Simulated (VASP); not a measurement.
Input of a VASP 6.6.1 run:

INCAR

```
SYSTEM = P
  PREC = Accurate
  ENCUT = 500
  EDIFF = 1E-6
  ISMEAR = 0
  SIGMA = 0.1
  LREAL = .False.
  LASPH = .True.
  NELM = 120
  ALGO = Normal
  ISIF = 2
  LWAVE = .False.
  LCHARG = .False.
  GGA = PS
  NBANDS = 8
  GGA_COMPAT = .False.
```

File KPOINTS:

```
Automatic mesh
0
Gamma
  24 24 24
  0 0 0
```

The input POSCAR:

```
P
1.0
   -1.3806384350      1.3806384350      1.3806384350
    1.3806384350     -1.3806384350      1.3806384350
    1.3806384350      1.3806384350     -1.3806384350
P
1
Direct
    0.0000000000      0.0000000000      0.0000000000
```

Potentials or basis: VASP PAW PBE potentials, release 64 (P).

Launch:

```sh
$ cat potpaw_PBE.64/P/POTCAR > POTCAR
$ mpirun -np 1 vasp_std > vasp.out
```

**Question.** What does it give for the pressure?

**Answer.** 48.1 GPa.

**Question.** Estimate the band gap on the k mesh.

**Answer.** Zero (an odd number of electrons rules out a gap without spin polarisation).

Caveat: the cell stands under pressure; the PAW data sets were made with another functional, which shifts forces and pressure a little; an odd number of electrons without spin polarisation forces a metal; a magnetic or distorted state may lie lower.
